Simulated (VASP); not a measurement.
Here is a VASP 6.6.1 calculation.

File INCAR:

```
SYSTEM = Zn
ALGO = Normal
EDIFF = 1E-6
ENCUT = 500
GGA = PE
GGA_COMPAT = .FALSE.
ISIF = 2
ISMEAR = -1
LASPH = .TRUE.
LCHARG = .FALSE.
LREAL = .FALSE.
LWAVE = .FALSE.
NBANDS = 12
NELM = 120
PREC = Accurate
SIGMA = 0.1
```

KPOINTS

```
k-points
0
G
  9 9 9
  0 0 0
```

File POSCAR:

```
Zn
1.0
    0.0000000000      1.8506894345      1.8506894345
    1.8506894345      0.0000000000      1.8506894345
    1.8506894345      1.8506894345      0.0000000000
Zn
1
Direct
    0.0000000000      0.0000000000      0.0000000000
```

Potentials or basis: VASP PAW PBE potentials, release 64 (Zn).

Launch:

```console
$ cat potpaw_PBE.64/Zn/POTCAR > POTCAR
$ mpirun -np 1 vasp_std > vasp.out
```

Task: Estimate the band gap on the k mesh.

Result: Zero (bands 6 and 7 overlap by 1.28 eV).

Task: What does it give for the pressure?

Result: 20.6 GPa.

Caveat: the cell stands under pressure.
